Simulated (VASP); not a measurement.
Al3GaN4: single point with PBEsol

Crystal: Al3GaN4.

```
Al Ga N
1.0
     4.40699    0.00000    0.00000
     0.00000    4.40699    0.00000
     0.00000    0.00000    4.40699
Al Ga N
3 1 4
Direct
  0.50000 0.50000 0.00000
  0.50000 0.00000 0.50000
  0.00000 0.50000 0.50000
  0.00000 0.00000 0.00000
  0.74471 0.74471 0.25529
  0.74471 0.25529 0.74471
  0.25529 0.74471 0.74471
  0.25529 0.25529 0.25529
```

| Property | Result |
| --- | --- |
| Program | VASP 6.6.1 |
| Task | single point |
| Functional | PBEsol |
| Potentials or basis | VASP PAW PBE potentials, release 64 (Al, Ga_d, N) |
| Cutoff | 520 eV |
| k mesh | 6 × 6 × 6 |
| Occupations | gaussian, width 0.02 eV |
| Spin | no spin polarisation |

```
Pressure               : -0.1 GPa
Largest force          : 0.008 eV/Å
Band gap on the k mesh : 3.32 eV, direct
```

Forces in eV/Å, atoms in the order of the input:
```
Al   0.000  0.000  0.000
Al   0.000  0.000  0.000
Al   0.000  0.000  0.000
Ga   0.000  0.000  0.000
N    0.005  0.005 -0.005
N    0.005 -0.005  0.005
N   -0.005  0.005  0.005
N   -0.005 -0.005 -0.005
```

Levels at points of the mesh, in eV from the valence-band top:
| k point | band 17 | band 18 | band 19 | band 20 | band 21 | band 22 | band 23 | band 24 | band 25 | band 26 |
| --- | --- | --- | --- | --- | --- | --- | --- | --- | --- | --- |
| (0.00, 0.00, 0.00) | -1.98 | -1.98 | 0.00 | 0.00 | 0.00 | 3.32 | 3.32 | 3.32 | 3.44 | 6.92 |
| (0.50, 0.00, 0.00) | -2.64 | -1.21 | -1.21 | -0.94 | -0.94 | 5.52 | 5.58 | 6.05 | 6.05 | 8.45 |
| (0.50, 0.50, 0.00) | -2.57 | -0.83 | -0.55 | -0.54 | -0.54 | 7.29 | 7.47 | 7.47 | 7.73 | 7.93 |
| (0.50, 0.50, 0.50) | -0.59 | -0.59 | -0.38 | -0.38 | -0.38 | 5.46 | 6.92 | 6.92 | 6.92 | 9.36 |

Wall time 39 s on 1 thread of AMD EPYC 7R13 Processor (Zen 3), with other jobs on the host, peak memory 0.19 GiB.

Caveat: the PAW data sets were made with another functional, which shifts forces and pressure a little. PBEsol gaps usually lie below the measured ones, often by a third to a half.
